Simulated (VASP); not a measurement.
# SnO2 (Pnnm) in VASP: a series of runs

SnO2 is run at these levels: LDA; tasks: single point.

All numbers are computed with VASP 6.6.1; they aren't measurements. Logs are shortened: lines on timing, memory, paths and dates and some standing lists are left out, and cuts for length are marked.

### 1 The cell of the first run

The structure is orthorhombic, space group Pnnm (No. 58). Conventional cell: a = 4.863 Å, b = 4.863 Å, c = 3.285 Å, α = 90.00°, β = 90.00°, γ = 90.00°. Within 2.7 Å of Sn (site symmetry 2/m) lie 6 O at 2.05 to 2.15 Å. O (site symmetry m) has 3 Sn at 2.05 to 2.15 Å within 2.7 Å.

### 2 Single point, LDA

File INCAR:

```
SYSTEM = SnO2
PREC = Accurate ; ENCUT = 520
EDIFF = 1E-6 ; ISMEAR = 0
SIGMA = 0.05 ; LREAL = .False.
LASPH = .True. ; NELM = 100
ALGO = Normal ; ISIF = 2
LWAVE = .False. ; LCHARG = .False.
GGA = CA ; NBANDS = 35
```

File KPOINTS:

```
regular mesh
0
Gamma
  6 6 8
  0 0 0
```

File POSCAR:

```
SnO2
1.0
    4.8626975673      0.0000000000      0.0000000000
    0.0000000000      4.8632134832      0.0000000000
    0.0000000000      0.0000000000      3.2851359508
Sn O
2 4
Direct
    0.5000000000      0.5000000000      0.5000000000
    0.0000000000      0.0000000000      0.0000000000
    0.3059920358      0.2888605067      0.0000000000
    0.8059920358      0.2111394933      0.5000000000
    0.1940079642      0.7888605067      0.5000000000
    0.6940079642      0.7111394933      0.0000000000
```

Potentials or basis: VASP PAW LDA potentials, release 64 (Sn_d, O).

Launch:

```bash
$ cat potpaw_LDA.64/Sn_d/POTCAR potpaw_LDA.64/O/POTCAR > POTCAR
$ mpirun -np 1 vasp_std > vasp.out
```

OUTCAR:

```text
SYSTEM = SnO2
   PREC = Accurate
   ENCUT = 520
   EDIFF = 1E-6
   ISMEAR = 0
   LREAL = .False.
   LASPH = .True.
   NELM = 100
   ISIF = 2
   GGA = CA

 ion  position               nearest neighbor table
   1  0.500  0.500  0.500-   4 2.05   5 2.05   3 2.15   6 2.15   3 2.15   6 2.15
   2  0.000  0.000  0.000-   3 2.05   6 2.05   5 2.15   4 2.15   4 2.15   5 2.15
   3  0.306  0.289  0.000-   2 2.05   1 2.15   1 2.15
   4  0.806  0.211  0.500-   1 2.05   2 2.15   2 2.15
   5  0.194  0.789  0.500-   1 2.05   2 2.15   2 2.15
   6  0.694  0.711  0.000-   2 2.05   1 2.15   1 2.15

  LATTYP: Found a simple orthorhombic cell.
 ALAT       =     3.2851359508
 B/A-ratio  =     1.4802119730
 C/A-ratio  =     1.4803690185

  Lattice vectors:

 A1 = (   0.0000000000,   0.0000000000,   3.2851359508)
 A2 = (   4.8626975673,   0.0000000000,   0.0000000000)
 A3 = (   0.0000000000,   4.8632134832,   0.0000000000)

Analysis of symmetry for initial positions (statically):
=====================================================================
 Subroutine PRICEL returns:
 Original cell was already a primitive cell.

 Routine SETGRP: Setting up the symmetry group for a
 simple orthorhombic supercell.

 Subroutine GETGRP returns: Found  8 space group operations
 (whereof  4 operations were pure point group operations)
 out of a pool of  8 trial point group operations.

The static configuration has the point symmetry C_2h.
 The point group associated with its full space group is D_2h.

Analysis of symmetry for dynamics (positions and initial velocities):
=====================================================================
 Subroutine PRICEL returns:
 Original cell was already a primitive cell.

 Routine SETGRP: Setting up the symmetry group for a
 simple orthorhombic supercell.

 Subroutine GETGRP returns: Found  8 space group operations
 (whereof  4 operations were pure point group operations)
 out of a pool of  8 trial point group operations.

The dynamic configuration has the point symmetry C_2h.
 The point group associated with its full space group is D_2h.

 Subroutine INISYM returns: Found  8 space group operations
 (whereof  4 operations are pure point group operations),
 and found     1 'primitive' translations

----------------------------------------------------------------------------------------

                                     Primitive cell

  volume of cell :      77.6880

  direct lattice vectors                    reciprocal lattice vectors
     4.862697567  0.000000000  0.000000000     0.205647171  0.000000000  0.000000000
     0.000000000  4.863213483  0.000000000     0.000000000  0.205625355  0.000000000
     0.000000000  0.000000000  3.285135951     0.000000000  0.000000000  0.304401405

  length of vectors
     4.862697567  4.863213483  3.285135951     0.205647171  0.205625355  0.304401405

  position of ions in fractional coordinates (direct lattice)
     0.500000000  0.500000000  0.500000000
     0.000000000  0.000000000  0.000000000
     0.305992036  0.288860507  0.000000000
     0.805992036  0.211139493  0.500000000
     0.194007964  0.788860507  0.500000000
     0.694007964  0.711139493  0.000000000

  ion indices of the primitive-cell ions
   primitive index   ion index
                 1           1
                 2           2
                 3           3
                 4           4
                 5           5
                 6           6

----------------------------------------------------------------------------------------

 KPOINTS: regular mesh

Automatic generation of k-mesh.
 Grid dimensions read from file:
 generate k-points for:    6    6    8

 Generating k-lattice:

  Cartesian coordinates                     Fractional coordinates (reciprocal lattice)
     0.034274529  0.000000000  0.000000000     0.166666667  0.000000000  0.000000000
     0.000000000  0.034270893  0.000000000     0.000000000  0.166666667  0.000000000
     0.000000000  0.000000000  0.038050176     0.000000000  0.000000000  0.125000000

  Length of vectors
     0.034274529  0.034270893  0.038050176

  Shift w.r.t. Gamma in fractional coordinates (k-lattice)
     0.000000000  0.000000000  0.000000000

 Subroutine IBZKPT returns following result:
 ===========================================

 Found     80 irreducible k-points:

 Following reciprocal coordinates:
            Coordinates               Weight
  0.000000  0.000000  0.000000      1.000000
  0.166667  0.000000  0.000000      2.000000
  0.333333  0.000000  0.000000      2.000000
  0.500000  0.000000  0.000000      1.000000
  0.000000  0.166667  0.000000      2.000000
  0.166667  0.166667  0.000000      4.000000
[... 16 lines left out ...]
  0.333333  0.166667  0.125000      8.000000
  0.500000  0.166667  0.125000      4.000000
 [... further k-points ...]
   k-points           NKPTS =     80   k-points in BZ     NKDIM =     80   number of bands    NBANDS=     35
   number of dos      NEDOS =    301   number of ions     NIONS =      6
   total plane-waves  NPLWV =  31104
   dimension x,y,z NGX =    36 NGY =   36 NGZ =   24
   dimension x,y,z NGXF=    72 NGYF=   72 NGZF=   48
   ions per type =               2   4
   NGX,Y,Z   is equivalent  to a cutoff of  12.31, 12.31, 12.15 a.u.
   NGXF,Y,Z  is equivalent  to a cutoff of  24.62, 24.61, 24.29 a.u.
 SYSTEM =  SnO2
   PREC   = accura    normal or accurate (medium, high low for compatibility)
   ISTART =      0    job   : 0-new  1-cont  2-samecut
   ICHARG =      2    charge: 1-file 2-atom 10-const
   ISPIN  =      1    spin polarized calculation?
   LNONCOLLINEAR =      F non collinear calculations
   LSORBIT =      F    spin-orbit coupling
   LASPH  =      T    aspherical Exc in radial PAW
   ENCUT  =  520.0 eV  38.22 Ry    6.18 a.u.   9.04  9.04  6.11*2*pi/ulx,y,z
   NELM   =    100;   NELMIN=  2; NELMDL= -5     # of ELM steps
   EDIFF  = 0.1E-05   stopping-criterion for ELM
   LREAL  =      F    real-space projection
   EDIFFG = 0.1E-04   stopping-criterion for IOM
   NSW    =      0    number of steps for IOM
   IBRION =     -1    ionic relax: 0-MD 1-quasi-New 2-CG
   NFREE  =      0    steps in history (QN), initial steepest desc. (CG)
   ISIF   =      2    stress and relaxation
   ISYM   =      2    0-nonsym 1-usesym 2-fastsym
   POTIM  = 0.5000    time-step for ionic-motion
   TEBEG  =    0.0;   TEEND  =   0.0 temperature during run
   PSTRESS=    0.0 pullay stress
   NELECT =      52.0000    total number of electrons
   NUPDOWN=      -1.0000    fix difference up-down
   EMIN   =  10.00;   EMAX   =-10.00  energy-range for DOS
   EFERMI =   0.00;   METHOD = LEGACY
   ISMEAR =     0;   SIGMA  =   0.05  broadening in eV -4-tet -1-fermi 0-gaus
   EFERMI_NEDOS =   21; number of points for ismear=-14 and -15
   IALGO  =     38    algorithm
   IMIX   =      4    mixing-type and parameters
     AMIX     =   0.40;   BMIX     =  1.00
     AMIX_MAG =   1.60;   BMIX_MAG =  1.00
  volume/ion in A,a.u.               =      12.95        87.38
  Fermi-wavevector in a.u.,A,eV,Ry     =   1.432049  2.706181 27.902354  2.050765
  Thomas-Fermi vector in A             =   2.551719
   LORBIT       =      0    0 simple, 1 ext, 2 COOP (PROOUT), +10 PAW based schemes
   GGA     = CA    functional components
   LHFCALC =     F    Hartree Fock is set to
   AEXX    =    0.0000 exact exchange contribution
   IVDW    =     0    specifies the selected vdW correction
   LEPSILON=     F    determine dielectric tensor
   LRPA    =     F    only Hartree local field effects (RPA)
 non-spin polarized calculation
 Gauss-broadening in eV      SIGMA  =   0.05
  energy-cutoff  :      520.00
  volume of cell :       77.69
 maximum number of plane-waves:      2116
   NGX = 19   NGY = 19   NGZ = 13

 number of electron      51.9999979 magnetization

 Free energy of the ion-electron system (eV)
  ---------------------------------------------------
  ext. energy  EPLUGINS =         0.00000000
  ---------------------------------------------------
  free energy    TOTEN  =       -41.80031678 eV

  energy without entropy =      -41.80031646  energy(sigma->0) =      -41.80031662

 E-fermi :   4.9676     XC(G=0): -11.3876

 val. band max:        4.8324155029   @ k =   0.0000   0.1667   0.0000
 cond. band min:       5.0944411173   @ k =   0.0000   0.0000   0.0000
 fundamental gap:      0.2620256145
 Fermi energy:         4.9675641712

 k-point     1 :       0.0000    0.0000    0.0000
  band No.  band energies     occupation
      1     -16.0365      2.00000
      2     -15.4163      2.00000
      3     -15.2853      2.00000
      4     -15.2411      2.00000
      5     -15.2396      2.00000
      6     -15.2314      2.00000
[... 27 lines left out ...]
     34      16.1271      0.00000
     35      16.4055      0.00000

 k-point     2 :       0.1667    0.0000    0.0000
  band No.  band energies     occupation
      1     -16.0021      2.00000
      2     -15.4608      2.00000
      3     -15.2839      2.00000
      4     -15.2445      2.00000
      5     -15.2393      2.00000
      6     -15.2381      2.00000
[... 27 lines left out ...]
     34      16.1899      0.00000
     35      16.2671      0.00000

 k-point     3 :       0.3333    0.0000    0.0000
  band No.  band energies     occupation
      1     -15.9030      2.00000
      2     -15.5889      2.00000
      3     -15.2799      2.00000
      4     -15.2624      2.00000
      5     -15.2355      2.00000
      6     -15.2349      2.00000
[... 27 lines left out ...]
     34      16.3956      0.00000
     35      16.4370      0.00000
[... 723 lines left out ...]
 k-point    23 :       0.3333    0.1667    0.1250
  band No.  band energies     occupation
      1     -15.8627      2.00000
      2     -15.6243      2.00000
      3     -15.3188      2.00000
      4     -15.3015      2.00000
      5     -15.2499      2.00000
      6     -15.2194      2.00000
[... 27 lines left out ...]
     34      16.1188      0.00000
     35      16.5047      0.00000

 k-point    24 :       0.5000    0.1667    0.1250
  band No.  band energies     occupation
      1     -15.7525      2.00000
      2     -15.7525      2.00000
      3     -15.3101      2.00000
      4     -15.3101      2.00000
      5     -15.2344      2.00000
      6     -15.2344      2.00000
[... 27 lines left out ...]
     34      15.9446      0.00000
     35      16.6145      0.00000

 [... further k-points ...]
[... 5 lines left out ...]
  --------------------------------------------------------------------------------------
  -------------------------------------------------------------------------------------
  Total       -6.3386188     -7.1422060     -8.5930700     -0.0000000      0.0000000      0.0000000
  in kB     -130.7227808   -147.2953428   -177.2168414     -0.0000000      0.0000000      0.0000000
  external PRESSURE =    -151.7449883 kB  Pullay stress =       0.0000000 kB

 VOLUME and BASIS-vectors are now :
 -----------------------------------------------------------------------------
  energy-cutoff  :      520.00
  volume of cell :       77.69
      direct lattice vectors                 reciprocal lattice vectors
     4.862697567  0.000000000  0.000000000     0.205647171  0.000000000  0.000000000
     0.000000000  4.863213483  0.000000000     0.000000000  0.205625355  0.000000000
     0.000000000  0.000000000  3.285135951     0.000000000  0.000000000  0.304401405

 POSITION                                       TOTAL-FORCE (eV/Angst)
 -----------------------------------------------------------------------------------
      2.43135      2.43161      1.64257         0.000000      0.000000      0.000000
      0.00000      0.00000      0.00000         0.000000      0.000000      0.000000
      1.48795      1.40479      0.00000         0.789174      0.907129      0.000000
      3.91930      1.02682      1.64257         0.789174     -0.907129     -0.000000
      0.94340      3.83640      1.64257        -0.789174      0.907129      0.000000
      3.37475      3.45842      0.00000        -0.789174     -0.907129      0.000000
 -----------------------------------------------------------------------------------
    total drift:                                0.000000      0.000000      0.000000

  FREE ENERGIE OF THE ION-ELECTRON SYSTEM (eV)
  ---------------------------------------------------
  free  energy   TOTEN  =       -41.8003167829 eV

  energy  without entropy=      -41.8003164579  energy(sigma->0) =      -41.80031662
```

It took 1.7 min on 1 thread of Intel Xeon Platinum 8488C (Sapphire Rapids), shared host; peak memory 0.27 GiB.

Results:

| Quantity | Value |
| --- | --- |
| Free energy | -41.8003 eV |
| Pressure | -15.2 GPa |
| Largest force | 1.202 eV/Å |
| Band gap on the k mesh | 0.26 eV, indirect (least direct gap 0.27 eV) |

Forces in eV/Å, atoms in the order of the input:
```
Sn   0.000  0.000  0.000
Sn   0.000  0.000  0.000
O    0.789  0.907  0.000
O    0.789 -0.907  0.000
O   -0.789  0.907  0.000
O   -0.789 -0.907  0.000
```

Stress tensor (GPa, compression positive):
```
-13.07   0.00   0.00
  0.00 -14.73   0.00
  0.00   0.00 -17.72
```

Caveat: spin-orbit coupling is left out, which moves the levels of the heavy elements; forces of over 1 eV/Å act on the atoms, so gaps and moduli don't describe the material at rest.

(Part 1 of 2 ends here.)
